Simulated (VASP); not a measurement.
The system is InAs.

```
In As
1.0
     0.00000    2.87730    2.87730
     2.87730    0.00000    2.87730
     2.87730    2.87730    0.00000
In As
1 1
Direct
  0.50000 0.50000 0.50000
  0.00000 0.00000 0.00000
```

- Program: VASP 6.6.1
- Task: relaxation of cell and atoms
- Functional: BLYP
- Dispersion: D3(BJ)
- Potentials or basis: VASP PAW PBE potentials, release 64 (In_d, As)
- Cutoff: 600 eV
- k mesh: 8 × 8 × 8
- Occupations: fermi-dirac, width 0.05 eV
- Spin: no spin polarisation

At the start: pressure -1.4 GPa; volume 23.82 Å³/atom.

Q: Where does the relaxation end?

A: Over 3 steps the energy falls by 2.4 meV/atom and the volume is 23.28 Å³/atom (-2.3 %); space group Fm-3m (No. 225, to 0.1 Å) before and after.

The path:
| step | energy change (eV) | largest force (eV/Å) | pressure (GPa) | volume (Å³) |
| --- | --- | --- | --- | --- |
| 1 | 0.0000 | 0.0000 | -1.40 | 47.64 |
| 2 | -0.0044 | 0.0000 | 0.46 | 46.22 |
| 3 | -0.0049 | 0.0000 | 0.00 | 46.55 |

Final structure:
```
In As
1.0
     0.00000    2.85520    2.85520
     2.85520    0.00000    2.85520
     2.85520    2.85520    0.00000
In As
1 1
Cartesian
  2.8552 2.8552 2.8552
  0.0000 0.0000 0.0000
```

Caveat: the PAW data sets were made with another functional, which shifts forces and pressure a little.
